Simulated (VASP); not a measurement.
# PbS (Galena) (Fm-3m) in VASP: settings compared, part 2 of 2

VASP 6.6.1. The steps go on from the part before.

### Step 6. Single point, PBE

File INCAR:

```
SYSTEM = PbS
  PREC = Accurate
  ENCUT = 500
  EDIFF = 1E-6
  ISMEAR = -1
  SIGMA = 0.02
  LREAL = .False.
  LASPH = .True.
  NELM = 120
  ALGO = Normal
  ISIF = 2
  LWAVE = .False.
  LCHARG = .False.
  GGA = PE
  NBANDS = 17
  GGA_COMPAT = .False.
```

File KPOINTS:

```
Automatic mesh
0
Gamma
  3 3 3
  0 0 0
```

File POSCAR:

```
PbS
1.0
    0.0000000000      2.9657500000      2.9657500000
    2.9657500000      0.0000000000      2.9657500000
    2.9657500000      2.9657500000      0.0000000000
Pb S
1 1
Direct
    0.0000000000      0.0000000000      0.0000000000
    0.5000000000      0.5000000000      0.5000000000
```

Potentials or basis: VASP PAW PBE potentials, release 64 (Pb_d, S).

The run is started by

```bash
cat potpaw_PBE.64/Pb_d/POTCAR potpaw_PBE.64/S/POTCAR > POTCAR
mpirun -np 1 vasp_std > vasp.out
```

OUTCAR:

```text
SYSTEM = PbS
   PREC = Accurate
   ENCUT = 500
   EDIFF = 1E-6
   ISMEAR = -1
   LREAL = .False.
   LASPH = .True.
   NELM = 120
   ISIF = 2
   GGA = PE

 ion  position               nearest neighbor table
   1  0.000  0.000  0.000-   2 2.97   2 2.97   2 2.97   2 2.97   2 2.97   2 2.97
   2  0.500  0.500  0.500-   1 2.97   1 2.97   1 2.97   1 2.97   1 2.97   1 2.97

  LATTYP: Found a face centered cubic cell.
 ALAT       =     5.9315000000

  Lattice vectors:

 A1 = (   0.0000000000,   2.9657500000,   2.9657500000)
 A2 = (   2.9657500000,   0.0000000000,   2.9657500000)
 A3 = (   2.9657500000,   2.9657500000,   0.0000000000)

Analysis of symmetry for initial positions (statically):
=====================================================================
 Subroutine PRICEL returns:
 Original cell was already a primitive cell.

 Routine SETGRP: Setting up the symmetry group for a
 face centered cubic supercell.

 Subroutine GETGRP returns: Found 48 space group operations
[... 9 lines left out ...]

 Routine SETGRP: Setting up the symmetry group for a
 face centered cubic supercell.

 Subroutine GETGRP returns: Found 48 space group operations
[... 11 lines left out ...]
                                     Primitive cell

  volume of cell :      52.1715

  direct lattice vectors                    reciprocal lattice vectors
     0.000000000  2.965750000  2.965750000    -0.168591419  0.168591419  0.168591419
     2.965750000  0.000000000  2.965750000     0.168591419 -0.168591419  0.168591419
     2.965750000  2.965750000  0.000000000     0.168591419  0.168591419 -0.168591419

  length of vectors
     4.194203873  4.194203873  4.194203873     0.292008903  0.292008903  0.292008903

  position of ions in fractional coordinates (direct lattice)
     0.000000000  0.000000000  0.000000000
     0.500000000  0.500000000  0.500000000

  ion indices of the primitive-cell ions
   primitive index   ion index
                 1           1
[... 66 lines left out ...]
   EFERMI =   0.00;   METHOD = LEGACY
   ISMEAR =    -1;   SIGMA  =   0.02  broadening in eV -4-tet -1-fermi 0-gaus
   EFERMI_NEDOS =   21; number of points for ismear=-14 and -15
   IALGO  =     38    algorithm
   IMIX   =      4    mixing-type and parameters
     AMIX     =   0.40;   BMIX     =  1.00
     AMIX_MAG =   1.60;   BMIX_MAG =  1.00
  volume/ion in A,a.u.               =      26.09       176.04
  Fermi-wavevector in a.u.,A,eV,Ry     =   1.189251  2.247359 19.242973  1.414319
  Thomas-Fermi vector in A             =   2.325363
   LORBIT       =      0    0 simple, 1 ext, 2 COOP (PROOUT), +10 PAW based schemes
   GGA     = PE    functional components
   LHFCALC =     F    Hartree Fock is set to
   AEXX    =    0.0000 exact exchange contribution
   IVDW    =     0    specifies the selected vdW correction
   LEPSILON=     F    determine dielectric tensor
   LRPA    =     F    only Hartree local field effects (RPA)
 non-spin polarized calculation
  energy-cutoff  :      500.00
  volume of cell :       52.17
 maximum number of plane-waves:      1363
 NGX is ok and might be reduce to    30
   NGX = 15   NGY = 15   NGZ = 15

 number of electron      19.9999998 magnetization

 Free energy of the ion-electron system (eV)
  ---------------------------------------------------
  ext. energy  EPLUGINS =         0.00000000
  ---------------------------------------------------
  free energy    TOTEN  =        -8.87078556 eV

  energy without entropy =       -8.87078556  energy(sigma->0) =       -8.87078556

 E-fermi :   5.6096     XC(G=0):  -9.7009

 val. band max:        5.0560033844   @ k =   0.3333   0.0000   0.0000
 cond. band min:       7.2730381283   @ k =   0.3333   0.0000   0.0000
 fundamental gap:      2.2170347439
 Fermi energy:         5.6095986391

 k-point     1 :       0.0000    0.0000    0.0000
  band No.  band energies     occupation
      1     -11.0302      2.00000
      2     -11.0302      2.00000
      3     -11.0302      2.00000
      4     -11.0153      2.00000
      5     -11.0153      2.00000
      6      -7.8125      2.00000
[... 57 lines left out ...]
      4     -10.9969      2.00000
      5     -10.9834      2.00000
      6      -6.2372      2.00000
[... 9 lines left out ...]
     16      16.0067      0.00000
     17      17.7058      0.00000

------------------------ aborting loop because EDIFF is reached ----------------------------------------

  FORCE on cell =-STRESS in cart. coord.  units (eV):
  Direction    XX          YY          ZZ          XY          YZ          ZX
  --------------------------------------------------------------------------------------
  -------------------------------------------------------------------------------------
  Total        0.3561265      0.3561265      0.3561265      0.0000000      0.0000000     -0.0000000
  in kB       10.9365741     10.9365741     10.9365741      0.0000000      0.0000000     -0.0000000
  external PRESSURE =      10.9365741 kB  Pullay stress =       0.0000000 kB

 VOLUME and BASIS-vectors are now :
 -----------------------------------------------------------------------------
  energy-cutoff  :      500.00
  volume of cell :       52.17
      direct lattice vectors                 reciprocal lattice vectors
     0.000000000  2.965750000  2.965750000    -0.168591419  0.168591419  0.168591419
     2.965750000  0.000000000  2.965750000     0.168591419 -0.168591419  0.168591419
     2.965750000  2.965750000  0.000000000     0.168591419  0.168591419 -0.168591419

 POSITION                                       TOTAL-FORCE (eV/Angst)
 -----------------------------------------------------------------------------------
      0.00000      0.00000      0.00000        -0.000000     -0.000000     -0.000000
      2.96575      2.96575      2.96575         0.000000      0.000000      0.000000
 -----------------------------------------------------------------------------------
    total drift:                                0.000000     -0.000000     -0.000000

  FREE ENERGIE OF THE ION-ELECTRON SYSTEM (eV)
  ---------------------------------------------------
  free  energy   TOTEN  =        -8.8707855560 eV

  energy  without entropy=       -8.8707855560  energy(sigma->0) =       -8.87078556
```

OSZICAR:

```text
N       E                     dE             d eps       ncg     rms          rms(c)
DAV:   1     0.153215931578E+03    0.15322E+03   -0.10017E+04   136   0.120E+03
DAV:   2     0.315603513663E+01   -0.15006E+03   -0.14460E+03   136   0.316E+02
DAV:   3    -0.906603089451E+01   -0.12222E+02   -0.12147E+02   186   0.954E+01
DAV:   4    -0.931983533961E+01   -0.25380E+00   -0.25361E+00   151   0.144E+01
DAV:   5    -0.933094606764E+01   -0.11111E-01   -0.11110E-01   207   0.306E+00    0.523E+00
DAV:   6    -0.886908925382E+01    0.46186E+00   -0.13642E+00   222   0.793E+00    0.372E+00
DAV:   7    -0.886839546139E+01    0.69379E-03   -0.12456E-01   141   0.179E+00    0.207E+00
DAV:   8    -0.887089053965E+01   -0.24951E-02   -0.13586E-02   157   0.116E+00    0.229E-01
DAV:   9    -0.887070937455E+01    0.18117E-03   -0.32627E-03   190   0.454E-01    0.616E-02
DAV:  10    -0.887077322943E+01   -0.63855E-04   -0.48175E-04   183   0.157E-01    0.182E-02
DAV:  11    -0.887078519475E+01   -0.11965E-04   -0.33315E-05   156   0.401E-02    0.610E-03
DAV:  12    -0.887078555598E+01   -0.36124E-06   -0.46720E-06   175   0.284E-02
   1 F= -.88707856E+01 E0= -.88707856E+01  d E =-.323712E-12
```

It took 3.7 s on 1 thread of Intel Xeon 6975P-C (Granite Rapids), shared host; peak memory 0.16 GiB.

Results:

| Property | Result |
| --- | --- |
| Free energy | -8.8708 eV |
| Pressure | 1.1 GPa |

Levels at points of the mesh, in eV from the Fermi level:
```tsv
k point	band 7	band 8	band 9	band 10	band 11	band 12	band 13	band 14
(0.00, 0.00, 0.00)	-5.85	-2.00	-2.00	-2.00	5.41	5.41	5.41	6.92
```

Caveat: the k points lie up to 0.61 Å⁻¹ apart; this odd mesh misses L, where the gap lies, so gap, dielectric constants and Born charges aren't listed; spin-orbit coupling is left out, which moves the levels of the heavy elements.

### Step 7. The runs side by side

| task | level | cell | k mesh | cutoff (eV) | smearing | grid for exact exchange (PRECFOCK) | share of exact exchange | screening parameter | gap on the mesh (eV) | pressure (GPa) |
| --- | --- | --- | --- | --- | --- | --- | --- | --- | --- | --- |
| single point | PBE-based screened hybrid | a = 4.194 Å, angles 60.0°, 2 atoms | 4 × 4 × 4 | 520 | fermi-dirac 0.05 eV | Normal | 0.25 | 0.2 1/Å | 0.81 | 1.1 |
| single point | PBEsol+D4 | a = 4.143 Å, angles 60.0°, 2 atoms | 8 × 8 × 8 | 520 | fermi-dirac 0.05 eV | - | - | - | 0.11 | -0.1 |
| single point | PBE | a = 4.194 Å, angles 60.0°, 2 atoms | 8 × 8 × 8 | 520 | gaussian 0.016 eV | - | - | - | 0.36 | 2.1 |
| relaxation of cell and atoms | PBEsol+D4 | relaxed from a = 4.194 Å, angles 60.0°, 2 atoms | 8 × 8 × 8 | 600 | fermi-dirac 0.05 eV | - | - | - | 0.11 | 0.0 |
| single point | PBE | a = 4.194 Å, angles 60.0°, 2 atoms | 3 × 3 × 3 | 500 | fermi-dirac 0.02 eV | - | - | - | - | 1.1 |

Alike in all rows: potentials or basis VASP PAW PBE potentials, release 64 (Pb_d, S); no spin polarisation.

Caveats: some runs use coarse meshes; spin-orbit coupling is left out, which moves the levels of the heavy elements; the PAW data sets were made with another functional, which shifts forces and pressure a little (some runs).

Total energies depend on the potentials used, so only differences within one code and one set of settings carry meaning.
